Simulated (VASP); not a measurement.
AlN: single point with PBEsol

The system is AlN.

```xyz
4
Lattice="3.3121 0.0310 0.0000 -1.6292 2.8529 0.0000 0.0000 0.0000 4.1876" Properties=species:S:1:pos:R:3 pbc="T T T"
Al    0.0179    1.9123    3.1407
Al    1.6650    0.9716    1.0469
N     0.0179    1.9123    1.0469
N     1.6650    0.9716    3.1407
```

This cell differs from its parent crystal: strain +0.0187 x Voigt [0, 0, 0, 0, 0, 1].

```
Program             : VASP 6.6.1
Task                : single point
Functional          : PBEsol
Potentials or basis : VASP PAW PBE potentials, release 64 (Al, N)
Cutoff              : 520 eV
k mesh              : 12 × 12 × 6
Occupations         : gaussian, width 0.05 eV
Spin                : no spin polarisation
```

The pressure is -3.5 GPa. The largest force is 0.249 eV/Å and the band gap on the k mesh is 3.19 eV, direct.

Forces on the atoms (eV/Å):
```
Al  -0.202  0.008  0.000
Al   0.202 -0.008  0.000
N   -0.249  0.008  0.000
N    0.249 -0.008  0.000
```

Stress tensor (GPa, compression positive):
```
-3.10 -3.10  0.00
-3.10 -3.15  0.00
 0.00  0.00 -4.14
```

Levels at points of the mesh, in eV from the valence-band top:
| k point | band 4 | band 5 | band 6 | band 7 | band 8 | band 9 | band 10 | band 11 | band 12 | band 13 |
| --- | --- | --- | --- | --- | --- | --- | --- | --- | --- | --- |
| (0.00, 0.00, 0.00) | -3.32 | -3.24 | -1.66 | -1.57 | 0.00 | 3.19 | 4.33 | 8.00 | 8.29 | 11.01 |
| (0.50, 0.00, 0.00) | -4.83 | -4.41 | -4.32 | -2.88 | -1.41 | 3.90 | 7.07 | 7.14 | 9.21 | 9.23 |
| (0.00, 0.50, 0.00) | -4.76 | -4.50 | -4.33 | -2.92 | -1.46 | 3.76 | 7.02 | 7.05 | 9.07 | 9.26 |
| (0.50, 0.50, 0.00) | -4.70 | -4.60 | -4.34 | -2.95 | -1.51 | 3.62 | 6.90 | 7.04 | 8.91 | 9.32 |
| (0.00, 0.00, 0.50) | -3.74 | -2.52 | -2.52 | -2.45 | -2.45 | 5.56 | 5.56 | 8.18 | 8.18 | 8.48 |
| (0.50, 0.00, 0.50) | -7.32 | -3.18 | -3.18 | -1.75 | -1.75 | 5.04 | 5.04 | 9.16 | 9.16 | 11.27 |
| (0.00, 0.50, 0.50) | -7.29 | -3.26 | -3.26 | -1.76 | -1.76 | 4.95 | 4.95 | 9.17 | 9.17 | 11.29 |
| (0.50, 0.50, 0.50) | -7.27 | -3.34 | -3.34 | -1.77 | -1.77 | 4.86 | 4.86 | 9.18 | 9.18 | 11.37 |

Wall time 88 s on 1 thread of Intel(R) Xeon(R) Platinum 8488C (Sapphire Rapids), on a shared host, peak memory 0.27 GiB.

Caveat: the cell differs from its parent crystal (strain +0.0187 x Voigt [0, 0, 0, 0, 0, 1]); the PAW data sets were made with another functional, which shifts forces and pressure a little. A k mesh can miss the band edges.
